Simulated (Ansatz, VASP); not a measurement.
One calculation of SnO2, two programs

```
Sn O
1.0
     3.13090    0.00000    0.00000
    -1.56545    2.71144    0.00000
     0.00000    0.00000   10.07474
Sn O
2 4
Direct
  0.88302 0.00000 0.50000
  0.11698 0.00000 0.00000
  0.54821 0.33333 0.40179
  0.78513 0.33333 0.09821
  0.21487 0.66667 0.59821
  0.45179 0.66667 0.90179
```

Change from the starting cell: mode 1 frozen in at -0.380 Å, equal normal strain along x, y and z -0.0250.

Alike in both runs: task single point; functional PBE; dispersion D3(BJ); k mesh 12 × 12 × 4; occupations gaussian, width 0.05 eV; no spin polarisation.

```csv
,VASP,Ansatz
version,VASP 6.6.1,Ansatz 0.2.0
potentials or method,"VASP PAW PBE potentials, release 64 (Sn_d, O), cutoff 520 eV","scalar-relativistic, plane waves, PAW"
valence electrons in the cell,52,52
```

Ansatz gave:

| Item | Value |
| --- | --- |
| gap on the k mesh at the Fermi level (eV) | 2.65 |
| least direct gap on the mesh (eV) | 3.09 |
| pressure (GPa) | 12.2 |
| traceless stress, the component that is largest in VASP (GPa) | -5.57 |
| rms of the force components (eV/Å) | 0.461 |

Task: Which values does VASP return?

Result: gap on the k mesh at the Fermi level (eV): 2.62; least direct gap on the mesh (eV): 3.08; pressure (GPa): 13.0; traceless stress, the component that is largest in VASP (GPa): -6.01; rms of the force components (eV/Å): 0.492.

Atom by atom the forces differ by 0.031 eV/Å (rms over components).
